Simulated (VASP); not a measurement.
GaRe2Sb3:

```
Ga Re Sb
1.0
     4.98164    0.00000    0.00000
    -2.49082    4.31423    0.00000
     0.00000    0.00000    5.80627
Ga Re Sb
1 2 3
Direct
  0.00000 0.00000 0.00000
  0.33333 0.66667 0.50000
  0.66667 0.33333 0.50000
  0.33333 0.66667 0.00000
  0.66667 0.33333 0.00000
  0.00000 0.00000 0.50000
```

The cell was generated, and may not be a known phase.

- Program: VASP 6.6.1
- Task: relaxation of cell and atoms
- Functional: PBE
- Potentials or basis: VASP PAW PBE potentials, release 64 (Ga_d, Re, Sb)
- Cutoff: 600 eV
- k mesh: 6 × 6 × 4
- Occupations: gaussian, width 0.1 eV
- Spin: no spin polarisation

At the start: pressure -0.2 GPa; volume 20.80 Å³/atom.

**Question.** Where does the relaxation end?

**Answer.** Over 6 steps the energy falls by 2.2 meV/atom and the volume is 20.62 Å³/atom (-0.8 %); space group P6/mmm (No. 191, to 0.1 Å) before and after.

The path:
```tsv
step	energy change (eV)	largest force (eV/Å)	pressure (GPa)	volume (Å³)
1	0.0000	0.0000	-0.20	124.79
2	-0.0120	0.0000	-0.59	124.31
3	-0.0119	0.0000	-0.59	124.38
4	-0.0120	0.0000	-0.58	124.34
5	-0.0112	0.0000	0.73	122.94
6	-0.0132	0.0000	-0.01	123.74
```

Final structure:
```cif
data_structure
_symmetry_space_group_name_H-M 'P 1'
_symmetry_Int_Tables_number 1
_cell_length_a 5.0000
_cell_length_b 5.0000
_cell_length_c 5.7152
_cell_angle_alpha 90.000
_cell_angle_beta 90.000
_cell_angle_gamma 120.000
_cell_volume 123.74
loop_
_atom_site_label
_atom_site_type_symbol
_atom_site_fract_x
_atom_site_fract_y
_atom_site_fract_z
_atom_site_occupancy
Ga1 Ga 0.00000 0.00000 0.00000 1
Re1 Re 0.33333 0.66667 0.50000 1
Re2 Re 0.66667 0.33333 0.50000 1
Sb1 Sb 0.33333 0.66667 0.00000 1
Sb2 Sb 0.66667 0.33333 0.00000 1
Sb3 Sb 0.00000 0.00000 0.50000 1
```
